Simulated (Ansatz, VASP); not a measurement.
## One calculation of TaGaGeSe, two programs

```
Ta Ga Ge Se
1.0
     3.84428    0.00000    0.00000
     0.00000    3.84428    0.00000
     0.00000    0.00000    5.35964
Ta Ga Ge Se
1 1 1 1
Cartesian
  0.0000 0.0000 2.6798
  1.9221 1.9221 2.6798
  1.9221 1.9221 0.0000
  0.0000 0.0000 0.0000
```

Change from the starting cell: species swapped into the SnTePbSe type (P4/mmm, No. 123).

Alike in both runs: functional PBE; k mesh 12 × 12 × 10; occupations gaussian, width 0.1 eV; no spin polarisation.

Ansatz relaxed the structure, and its values are those at the end. VASP's run is a single point on that final structure, the one shown.

|  | VASP | Ansatz |
| --- | --- | --- |
| version | VASP 6.6.1 | Ansatz 0.2.0 |
| potentials or method | VASP PAW PBE potentials, release 64 (Ta_pv, Ga_d, Ge_d, Se), cutoff 520 eV | scalar-relativistic, plane waves, PAW |
| valence electrons in the cell | 44 | 56 |

```tsv
	VASP	Ansatz	Ansatz less VASP
gap on the k mesh at the Fermi level (eV)	none	none	-
pressure (GPa)	0.1	0.0	-0.11
```

A gap of «none» marks a metal or a gap that the smearing closes. With one functional, cell and mesh, what is left measures potentials, basis and numerics. VASP's potentials hold 44 valence electrons a cell and Ansatz's 56, so a difference there can come from the potentials and not from the codes.

Neither program's run includes spin-orbit coupling.
